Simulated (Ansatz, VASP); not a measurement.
**One calculation of LuSc, two programs**

```xyz
4
Lattice="3.4212 0.0001 -0.0001 -1.7105 2.9609 0.0002 -0.0002 0.0006 10.5935" Properties=species:S:1:pos:R:3 pbc="T T T"
Lu    1.7105    0.9875    0.0002
Lu    1.7103    0.9862    5.2967
Sc    3.4213    0.0009    2.6480
Sc    3.4211    0.0006    7.9453
```

Change from the starting cell: cell x2, atoms moved at random (sigma 0.15 Å) and cell strained at random (1.5 %), then relaxed without symmetry.

Alike in both runs: functional PBE; k mesh 6 × 6 × 2; occupations gaussian, width 0.2 eV; no spin polarisation.

Ansatz relaxed the structure, and its values are those at the end. VASP's run is a single point on that final structure, the one shown.

```csv
,VASP,Ansatz
version,VASP 6.6.1,Ansatz 0.2.0
potentials or method,"VASP PAW PBE potentials, release 64 (Lu, Sc_sv), cutoff 520 eV","scalar-relativistic, plane waves, PAW"
valence electrons in the cell,72,72
```

Ansatz gave:

```
gap on the k mesh at the Fermi level (eV) : none
pressure (GPa)                            : 0.0
```

Problem. Which values does VASP return?

Solution. gap on the k mesh at the Fermi level (eV): none; pressure (GPa): -0.1.

A gap of «none» marks a metal or a gap that the smearing closes. The functional is the same, so the differences come from potentials, cutoffs and numerics.

Neither program's run includes spin-orbit coupling.
